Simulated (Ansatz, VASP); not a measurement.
Mg3W: VASP beside Ansatz

```
Mg W
1.0
     4.31259    0.00000    0.00000
     0.00000    4.31259    0.00000
     0.00000    0.00000    4.31259
Mg W
3 1
Direct
  0.50000 0.50000 0.00000
  0.50000 0.00000 0.50000
  0.00000 0.50000 0.50000
  0.00000 0.00000 0.00000
```

Alike in both runs: task single point; functional PBEsol; k mesh 10 × 10 × 10; occupations gaussian, width 0.1 eV; no spin polarisation.

```csv
,VASP,Ansatz
version,VASP 6.6.1,Ansatz 0.2.0
potentials or method,"VASP PAW PBE potentials, release 64 (Mg, W_sv), cutoff 520 eV","scalar-relativistic, plane waves, PAW"
valence electrons in the cell,20,44
```

|  | VASP | Ansatz | Ansatz less VASP |
| --- | --- | --- | --- |
| gap on the k mesh at the Fermi level (eV) | none | none | - |
| pressure (GPa) | -7.2 | -7.2 | +0.02 |

VASP's potentials were made for PBE, not for PBEsol. A gap of «none» marks a metal or a gap that the smearing closes. VASP's potentials hold 20 valence electrons a cell and Ansatz's 44, so a difference there can come from the potentials and not from the codes.

Spin-orbit coupling is off throughout.
